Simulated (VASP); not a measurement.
Wanted: the native input for a VASP 6.6.1 run.

```
Task                   : single point
Functional             : RPBE
Potentials or basis    : VASP PAW PBE potentials, release 64 (B, As)
Cutoff                 : 520 eV
k mesh                 : 7 × 7 × 7
Occupations            : fermi-dirac, width 0.01 eV
Spin                   : no spin polarisation
Dipole correction      : no
Further INCAR settings : ALGO = Normal; EDIFF = 1e-06; NBANDS = 11
```

The structure of BAs lies in POSCAR:

```
BAs
1.0
    0.0000000000      2.4206181270      2.4206181270
    2.4206181270      0.0000000000      2.4206181270
    2.4206181270      2.4206181270      0.0000000000
B As
1 1
Direct
    0.0000000000      0.0000000000      0.0000000000
    0.2500000000      0.2500000000      0.2500000000
```

These files were run (other wordings do the same):

INCAR

```
PREC = Accurate
ENCUT = 520
EDIFF = 1E-6
ISMEAR = -1
SIGMA = 0.01
LREAL = F
LASPH = T
NELM = 100
ALGO = Normal
ISIF = 2
LWAVE = F
LCHARG = F
GGA = RP
NBANDS = 11
```

KPOINTS

```
Automatic mesh
0
Gamma
  7 7 7
```

Potentials or basis: VASP PAW PBE potentials, release 64 (B, As).

Launch:

```bash
$ cat potpaw_PBE.64/B/POTCAR potpaw_PBE.64/As/POTCAR > POTCAR
$ mpirun -np 1 vasp_std > vasp.out
```

Results of the run:

The pressure is 0.5 GPa. The band gap on the k mesh is 1.28 eV, indirect (least direct gap 3.23 eV).

Caveat: the PAW data sets were made with another functional, which shifts forces and pressure a little.

Run time: 8.1 s on 1 thread of AMD EPYC 7R13 Processor (Zen 3), on a shared host, peak memory 0.12 GiB.
